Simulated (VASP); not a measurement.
# Si2W (I4/mmm) in VASP: a series of runs

Runs on Si2W. Level: PBE. Tasks: single point.

Program: VASP 6.6.1. These are calculated values, not measurements. Logs are shortened: lines on timing, memory, paths and dates and some standing lists are left out, and cuts for length are marked.

### 1 The cell of the first run

It takes space group I4/mmm (No. 139, tetragonal). The conventional cell has a = 3.383 Å, b = 3.383 Å, c = 7.170 Å, α = 90.00°, β = 90.00°, γ = 90.00°. Within 3.1 Å of Si (site symmetry 4mm) lie 5 W at 2.32 to 2.70 Å and 5 Si at 2.52 to 2.62 Å. W (site symmetry 4/mmm) has 10 Si at 2.32 to 2.70 Å within 3.1 Å.

### 2 Single point, PBE

Input file INCAR:

```
ALGO = Normal
EDIFF = 1E-6
ENCUT = 520
GGA = PE
ISIF = 2
ISMEAR = 0
LASPH = T
LCHARG = F
LREAL = F
LWAVE = F
NBANDS = 18
NELM = 100
PREC = Accurate
SIGMA = 0.15
```

Input file KPOINTS:

```
k-points
0
Gamma
  18 18 18
```

Input file POSCAR:

```
Si2W
1.0
   -1.6913662915      1.6913662915      3.5848508548
    1.6913662915     -1.6913662915      3.5848508548
    1.6913662915      1.6913662915     -3.5848508548
Si W
2 1
Direct
    0.3239844684      0.3239844684      0.0000000000
    0.6760155316      0.6760155316      0.0000000000
    0.0000000000      0.0000000000      0.0000000000
```

Potentials or basis: VASP PAW PBE potentials, release 64 (Si, W_sv).

Run with:

```console
cat potpaw_PBE.64/Si/POTCAR potpaw_PBE.64/W_sv/POTCAR > POTCAR
mpirun -np 1 vasp_std > vasp.out
```

OUTCAR:

```text
EDIFF = 1E-6
   ENCUT = 520
   GGA = PE
   ISIF = 2
   ISMEAR = 0
   LASPH = T
   LREAL = F
   NELM = 100
   PREC = Accurate

 ion  position               nearest neighbor table
   1  0.324  0.324  0.000-   3 2.32   2 2.52   2 2.62   2 2.62   2 2.62   2 2.62   3 2.70   3 2.70
                             3 2.70   3 2.70
   2  0.676  0.676  0.000-   3 2.32   1 2.52   1 2.62   1 2.62   1 2.62   1 2.62   3 2.70   3 2.70
                             3 2.70   3 2.70
   3  0.000  0.000  0.000-   1 2.32   2 2.32   2 2.70   1 2.70   2 2.70   2 2.70   2 2.70   1 2.70
                             1 2.70   1 2.70

  LATTYP: Found a body centered tetragonal cell.
 ALAT       =     3.3827325830
 C/A-ratio  =     2.1195000000

  Lattice vectors:

 A1 = (  -1.6913662915,   1.6913662915,   3.5848508548)
 A2 = (   1.6913662915,  -1.6913662915,   3.5848508548)
 A3 = (   1.6913662915,   1.6913662915,  -3.5848508548)

Analysis of symmetry for initial positions (statically):
=====================================================================
 Subroutine PRICEL returns:
 Original cell was already a primitive cell.

 Routine SETGRP: Setting up the symmetry group for a
 body centered tetragonal supercell.

 Subroutine GETGRP returns: Found 16 space group operations
 (whereof 16 operations were pure point group operations)
 out of a pool of 16 trial point group operations.

The static configuration has the point symmetry D_4h.

Analysis of symmetry for dynamics (positions and initial velocities):
=====================================================================
 Subroutine PRICEL returns:
 Original cell was already a primitive cell.

 Routine SETGRP: Setting up the symmetry group for a
 body centered tetragonal supercell.

 Subroutine GETGRP returns: Found 16 space group operations
 (whereof 16 operations were pure point group operations)
 out of a pool of 16 trial point group operations.

The dynamic configuration has the point symmetry D_4h.

 Subroutine INISYM returns: Found 16 space group operations
 (whereof 16 operations are pure point group operations),
 and found     1 'primitive' translations

----------------------------------------------------------------------------------------

                                     Primitive cell

  volume of cell :      41.0210

  direct lattice vectors                    reciprocal lattice vectors
    -1.691366292  1.691366292  3.584850855     0.000000000  0.295618993  0.139475816
     1.691366292 -1.691366292  3.584850855     0.295618993  0.000000000  0.139475816
     1.691366292  1.691366292 -3.584850855     0.295618993  0.295618993  0.000000000

  length of vectors
     4.309593428  4.309593428  4.309593428     0.326870146  0.326870146  0.418068389

  position of ions in fractional coordinates (direct lattice)
     0.323984468  0.323984468  0.000000000
     0.676015532  0.676015532  0.000000000
     0.000000000  0.000000000  0.000000000

  ion indices of the primitive-cell ions
   primitive index   ion index
                 1           1
                 2           2
                 3           3

----------------------------------------------------------------------------------------

 KPOINTS: k-points

Automatic generation of k-mesh.
 Grid dimensions read from file:
 generate k-points for:   18   18   18

 Generating k-lattice:

  Cartesian coordinates                     Fractional coordinates (reciprocal lattice)
     0.000000000  0.016423277  0.007748656     0.055555556  0.000000000 -0.000000000
     0.016423277  0.000000000  0.007748656     0.000000000  0.055555556 -0.000000000
     0.016423277  0.016423277  0.000000000     0.000000000  0.000000000  0.055555556

  Length of vectors
     0.018159453  0.018159453  0.023226022

  Shift w.r.t. Gamma in fractional coordinates (k-lattice)
     0.000000000  0.000000000  0.000000000

 Subroutine IBZKPT returns following result:
 ===========================================

 Found    480 irreducible k-points:

 Following reciprocal coordinates:
            Coordinates               Weight
  0.000000  0.000000  0.000000      1.000000
  0.055556 -0.000000  0.000000      8.000000
  0.111111 -0.000000  0.000000      8.000000
  0.166667  0.000000 -0.000000      8.000000
  0.222222  0.000000  0.000000      8.000000
  0.277778  0.000000  0.000000      8.000000
[... 16 lines left out ...]
 -0.277778  0.055556 -0.000000     16.000000
 -0.222222  0.055556  0.000000     16.000000
 [... further k-points ...]
   k-points           NKPTS =    480   k-points in BZ     NKDIM =    480   number of bands    NBANDS=     18
   number of dos      NEDOS =    301   number of ions     NIONS =      3
   total plane-waves  NPLWV =  32768
   dimension x,y,z NGX =    32 NGY =   32 NGZ =   32
   dimension x,y,z NGXF=    64 NGYF=   64 NGZF=   64
   ions per type =               2   1
   NGX,Y,Z   is equivalent  to a cutoff of  12.34, 12.34, 12.34 a.u.
   NGXF,Y,Z  is equivalent  to a cutoff of  24.69, 24.69, 24.69 a.u.
 SYSTEM =  unknown system
   PREC   = accura    normal or accurate (medium, high low for compatibility)
   ISTART =      0    job   : 0-new  1-cont  2-samecut
   ICHARG =      2    charge: 1-file 2-atom 10-const
   ISPIN  =      1    spin polarized calculation?
   LNONCOLLINEAR =      F non collinear calculations
   LSORBIT =      F    spin-orbit coupling
   LASPH  =      T    aspherical Exc in radial PAW
   ENCUT  =  520.0 eV  38.22 Ry    6.18 a.u.   8.01  8.01  8.01*2*pi/ulx,y,z
   NELM   =    100;   NELMIN=  2; NELMDL= -5     # of ELM steps
   EDIFF  = 0.1E-05   stopping-criterion for ELM
   LREAL  =      F    real-space projection
[... 7 lines left out ...]
   TEBEG  =    0.0;   TEEND  =   0.0 temperature during run
   PSTRESS=    0.0 pullay stress
   NELECT =      22.0000    total number of electrons
   NUPDOWN=      -1.0000    fix difference up-down
   EMIN   =  10.00;   EMAX   =-10.00  energy-range for DOS
   EFERMI =   0.00;   METHOD = LEGACY
   ISMEAR =     0;   SIGMA  =   0.15  broadening in eV -4-tet -1-fermi 0-gaus
   EFERMI_NEDOS =   21; number of points for ismear=-14 and -15
   IALGO  =     38    algorithm
   IMIX   =      4    mixing-type and parameters
     AMIX     =   0.40;   BMIX     =  1.00
     AMIX_MAG =   1.60;   BMIX_MAG =  1.00
  volume/ion in A,a.u.               =      13.67        92.27
  Fermi-wavevector in a.u.,A,eV,Ry     =   1.330088  2.513501 24.070517  1.769133
  Thomas-Fermi vector in A             =   2.459201
   LORBIT       =      0    0 simple, 1 ext, 2 COOP (PROOUT), +10 PAW based schemes
   GGA     = PE    functional components
   LHFCALC =     F    Hartree Fock is set to
   AEXX    =    0.0000 exact exchange contribution
   IVDW    =     0    specifies the selected vdW correction
   LEPSILON=     F    determine dielectric tensor
   LRPA    =     F    only Hartree local field effects (RPA)
 non-spin polarized calculation
 Gauss-broadening in eV      SIGMA  =   0.15
  energy-cutoff  :      520.00
  volume of cell :       41.02
 maximum number of plane-waves:      1126
   NGX = 15   NGY = 15   NGZ = 15

 number of electron      21.9999999 magnetization

 Free energy of the ion-electron system (eV)
  ---------------------------------------------------
  ext. energy  EPLUGINS =         0.00000000
  ---------------------------------------------------
  free energy    TOTEN  =       -23.81116321 eV

  energy without entropy =      -23.80764026  energy(sigma->0) =      -23.80940174

 E-fermi :  11.4885     XC(G=0): -12.4285

 val. band max:       11.4810623221   @ k =  -0.4444  -0.4444   0.4444
 cond. band min:      11.5187690385   @ k =  -0.3889   0.4444   0.3333
 fundamental gap:      0.0377067164
 Fermi energy:        11.4884878807

 k-point     1 :       0.0000    0.0000    0.0000
  band No.  band energies     occupation
      1     -62.1306      2.00000
      2     -26.4386      2.00000
      3     -26.4243      2.00000
      4     -26.4243      2.00000
      5      -2.2658      2.00000
      6       5.5165      2.00000
[... 10 lines left out ...]
     17      17.8550      0.00000
     18      17.8550      0.00000

 k-point     2 :       0.0556   -0.0000    0.0000
  band No.  band energies     occupation
      1     -62.1305      2.00000
      2     -26.4387      2.00000
      3     -26.4281      2.00000
      4     -26.4240      2.00000
      5      -2.2108      2.00000
      6       5.5150      2.00000
[... 10 lines left out ...]
     17      17.8167      0.00000
     18      17.9672      0.00000

 k-point     3 :       0.1111   -0.0000    0.0000
  band No.  band energies     occupation
      1     -62.1302      2.00000
      2     -26.4399      2.00000
      3     -26.4380      2.00000
      4     -26.4232      2.00000
      5      -2.0467      2.00000
      6       5.4905      2.00000
[... 10 lines left out ...]
     17      17.7128      0.00000
     18      18.2241      0.00000

 k-point     4 :       0.1667    0.0000   -0.0000
  band No.  band energies     occupation
      1     -62.1298      2.00000
      2     -26.4560      2.00000
      3     -26.4388      2.00000
      4     -26.4218      2.00000
      5      -1.7769      2.00000
      6       5.3608      2.00000
[... 375 lines left out ...]
      4     -26.4203      2.00000
      5      -0.4665      2.00000
      6       3.9377      2.00000
[... 10 lines left out ...]
     17      18.8200      0.00000
     18      19.5628      0.00000

 k-point    23 :      -0.2778    0.0556   -0.0000
  band No.  band energies     occupation
      1     -62.1284      2.00000
      2     -26.4975      2.00000
      3     -26.4377      2.00000
      4     -26.4220      2.00000
      5      -0.9951      2.00000
      6       4.6283      2.00000
[... 10 lines left out ...]
     17      18.2756      0.00000
     18      19.3985      0.00000

 k-point    24 :      -0.2222    0.0556    0.0000
  band No.  band energies     occupation
      1     -62.1291      2.00000
      2     -26.4759      2.00000
      3     -26.4377      2.00000
      4     -26.4237      2.00000
      5      -1.4387      2.00000
      6       5.2418      2.00000
[... 10 lines left out ...]
     17      17.7046      0.00000
     18      19.2203      0.00000

 [... further k-points ...]

------------------------ aborting loop because EDIFF is reached ----------------------------------------

  FORCE on cell =-STRESS in cart. coord.  units (eV):
  Direction    XX          YY          ZZ          XY          YZ          ZX
  --------------------------------------------------------------------------------------
  -------------------------------------------------------------------------------------
  Total       -3.9986696     -3.9986696     15.6087641      0.0000000     -0.0000000      0.0000000
  in kB     -156.1779370   -156.1779370    609.6389062      0.0000000     -0.0000000      0.0000000
  external PRESSURE =      99.0943440 kB  Pullay stress =       0.0000000 kB

 VOLUME and BASIS-vectors are now :
 -----------------------------------------------------------------------------
  energy-cutoff  :      520.00
  volume of cell :       41.02
      direct lattice vectors                 reciprocal lattice vectors
    -1.691366292  1.691366292  3.584850855     0.000000000  0.295618993  0.139475816
     1.691366292 -1.691366292  3.584850855     0.295618993  0.000000000  0.139475816
     1.691366292  1.691366292 -3.584850855     0.295618993  0.295618993  0.000000000

 POSITION                                       TOTAL-FORCE (eV/Angst)
 -----------------------------------------------------------------------------------
      0.00000      0.00000      2.32287         0.000000      0.000000      2.733513
      0.00000      0.00000      4.84683        -0.000000     -0.000000     -2.733513
      0.00000      0.00000      0.00000         0.000000      0.000000     -0.000000
 -----------------------------------------------------------------------------------
    total drift:                               -0.000000      0.000000      0.000000

  FREE ENERGIE OF THE ION-ELECTRON SYSTEM (eV)
  ---------------------------------------------------
  free  energy   TOTEN  =       -23.8111632084 eV

  energy  without entropy=      -23.8076402618  energy(sigma->0) =      -23.80940174
```

It took 6.3 min on 1 thread of Intel Xeon 8259CL, shared host; peak memory 0.44 GiB.

What came out:

| Quantity | Value |
| --- | --- |
| Free energy | -23.8112 eV |
| Pressure | 9.9 GPa |
| Largest force | 2.734 eV/Å |
| Band gap on the k mesh | zero (bands 11 and 12 overlap by 0.85 eV) |

Forces in eV/Å, atoms in the order of the input:
```
Si   0.000  0.000  2.734
Si   0.000  0.000 -2.734
W    0.000  0.000  0.000
```

Caveat: the cell stands under pressure; spin-orbit coupling is left out, which moves the levels of the heavy elements; forces of over 1 eV/Å act on the atoms, so gaps and moduli don't describe the material at rest.

### 3 Single point, PBE

This run uses another cell than the first one, of the same volume but with other edges.

Input file INCAR:

```
PREC     = Accurate       # precision mode
ENCUT    = 520            # plane-wave cutoff, eV
EDIFF    = 1E-7           # SCF threshold, eV
ISMEAR   = 0              # smearing method
SIGMA    = 0.15           # smearing width, eV
LREAL    = False          # projectors in reciprocal space
LASPH    = True           # aspherical terms in the spheres
NELM     = 80             # most SCF steps
ALGO     = Normal         # electronic algorithm
ISIF     = 2              # what is computed and relaxed
LWAVE    = False          # write WAVECAR
LCHARG   = True           # write CHGCAR
GGA      = PE             # functional
LELF     = True           # ELF
LVHAR    = True         
NBANDS   = 18             # bands
```

Input file KPOINTS:

```
regular mesh
0
Gamma
  18 18 18
```

Input file POSCAR:

```
Si2W
1.0
   -1.5919705135      1.5919705135      4.0464706513
    1.5919705135     -1.5919705135      4.0464706513
    1.5919705135      1.5919705135     -4.0464706513
Si W
2 1
Direct
    0.3027953053      0.3027953053      0.0000000000
    0.6972046947      0.6972046947      0.0000000000
    0.0000000000      0.0000000000      0.0000000000
```

Potentials or basis: VASP PAW PBE potentials, release 64 (Si, W_sv).

Run with:

```console
cat potpaw_PBE.64/Si/POTCAR potpaw_PBE.64/W_sv/POTCAR > POTCAR
mpirun -np 1 vasp_std > vasp.out
```

Wall time 12 min (1 thread of Intel Xeon 8259CL, shared host); peak memory 0.47 GiB.

Results (log left out):

| Property | Result |
| --- | --- |
| Free energy | -23.7556 eV |
| Pressure | 4.6 GPa |
| Largest force | 3.805 eV/Å |
| Band gap on the k mesh | zero (bands 11 and 12 overlap by 2.24 eV) |

Forces on the atoms (eV/Å):
```
Si   0.000  0.000  3.805
Si   0.000  0.000 -3.805
W    0.000  0.000  0.000
```

Stress tensor (GPa, compression positive):
```
6.61 0.00 0.00
0.00 6.61 0.00
0.00 0.00 0.72
```

Levels at points of the mesh, in eV from the Fermi level:
```
           k point  band 8  band 9  band 10  band 11  band 12  band 13  band 14  band 15
(0.00, 0.00, 0.00)   -3.27   -3.27    -2.72     1.39     1.93     2.15     3.62     4.60
(0.50, 0.00, 0.00)   -4.08   -2.98    -1.78    -0.34     1.82     2.73     3.93     4.63
(0.50, 0.50, 0.00)   -6.28   -5.23    -3.12    -0.49     1.51     2.79     2.84     3.26
(0.50, 0.50, 0.50)   -3.32   -1.49    -1.49    -0.40    -0.40     1.57     3.76     4.37
```

Caveat: the cell stands under pressure; spin-orbit coupling is left out, which moves the levels of the heavy elements; forces of over 1 eV/Å act on the atoms, so gaps and moduli don't describe the material at rest.

### 4 Single point, PBE

This run uses another cell than the first one, of the same volume but with other edges.

Input file INCAR:

```
SYSTEM = Si2W
PREC = Accurate
ENCUT = 520
EDIFF = 1E-7
ISMEAR = 0
SIGMA = 0.15
LREAL = .False.
LASPH = .True.
NELM = 80
ALGO = Normal
ISIF = 2
LWAVE = .False.
LCHARG = .False.
GGA = PE
NBANDS = 18
```

Input file KPOINTS:

```
Automatic mesh
0
Gamma
  18 18 18
  0 0 0
```

Input file POSCAR:

```
Si2W
1.0
   -1.6386752609      1.6386752609      3.8190965631
    1.6386752609     -1.6386752609      3.8190965631
    1.6386752609      1.6386752609     -3.8190965631
Si W
2 1
Direct
    0.3027953053      0.3027953053      0.0000000000
    0.6972046947      0.6972046947      0.0000000000
    0.0000000000      0.0000000000      0.0000000000
```

Run with:

```console
cat potpaw_PBE.64/Si/POTCAR potpaw_PBE.64/W_sv/POTCAR > POTCAR
mpirun -np 1 vasp_std > vasp.out
```

Run time: 13 min. Hardware: 1 thread of Intel Xeon 8259CL, shared host; peak memory 0.47 GiB.

Results (log left out):

```yaml
Free_energy: -23.5000 eV
Pressure: 10.0 GPa
Largest_force: 4.989 eV/Å
Band_gap_on_the_k_mesh: zero (bands 11 and 12 overlap by 1.73 eV)
```

Forces on the atoms (eV/Å):
```
Si   0.000  0.000  4.989
Si   0.000  0.000 -4.989
W    0.000  0.000  0.000
```

Stress tensor (GPa, compression positive):
```
-4.15  0.00  0.00
 0.00 -4.15  0.00
 0.00  0.00 38.33
```

Levels at points of the mesh, in eV from the Fermi level:
| k point | band 7 | band 8 | band 9 | band 10 | band 11 | band 12 | band 13 | band 14 | band 15 | band 16 |
| --- | --- | --- | --- | --- | --- | --- | --- | --- | --- | --- |
| (0.00, 0.00, 0.00) | -3.72 | -3.72 | -3.12 | -2.51 | 0.97 | 1.78 | 2.01 | 4.37 | 4.45 | 4.45 |
| (0.50, 0.00, 0.00) | -4.77 | -3.85 | -3.10 | -2.31 | -0.59 | 1.43 | 2.65 | 4.18 | 4.35 | 5.53 |
| (0.50, 0.50, 0.00) | -6.66 | -6.19 | -5.29 | -2.72 | -0.49 | 2.30 | 2.91 | 2.94 | 3.91 | 5.13 |
| (0.50, 0.50, 0.50) | -4.11 | -3.32 | -1.83 | -1.83 | -0.47 | -0.47 | 1.28 | 4.97 | 5.06 | 5.35 |

Caveat: the cell stands under pressure; spin-orbit coupling is left out, which moves the levels of the heavy elements; forces of over 1 eV/Å act on the atoms, so gaps and moduli don't describe the material at rest.

[end of part 1 of 2]
